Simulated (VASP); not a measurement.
Input of a VASP 6.6.1 run:

The input INCAR:

```
PREC = Accurate
ENCUT = 520
EDIFF = 1E-6
ISMEAR = -1
SIGMA = 0.1
LREAL = F
LASPH = T
NELM = 100
ALGO = Normal
ISIF = 2
LWAVE = F
LCHARG = F
GGA = PE
NBANDS = 11
```

The input KPOINTS:

```
regular mesh
0
Gamma
  17 17 17
```

Contents of POSCAR:

```
Ca
1.0
   -2.2765968170      2.2765968170      2.2765968170
    2.2765968170     -2.2765968170      2.2765968170
    2.2765968170      2.2765968170     -2.2765968170
Ca
1
Direct
    0.0000000000      0.0000000000      0.0000000000
```

Potentials or basis: VASP PAW PBE potentials, release 64 (Ca_sv).

Command:

```sh
$ cat potpaw_PBE.64/Ca_sv/POTCAR > POTCAR
$ mpirun -np 1 vasp_std > vasp.out
```

(1) Estimate the band gap on the k mesh.

(2) Estimate the pressure.

Answers

(1) zero (bands 5 and 6 overlap by 0.30 eV).

(2) -1.6 GPa.
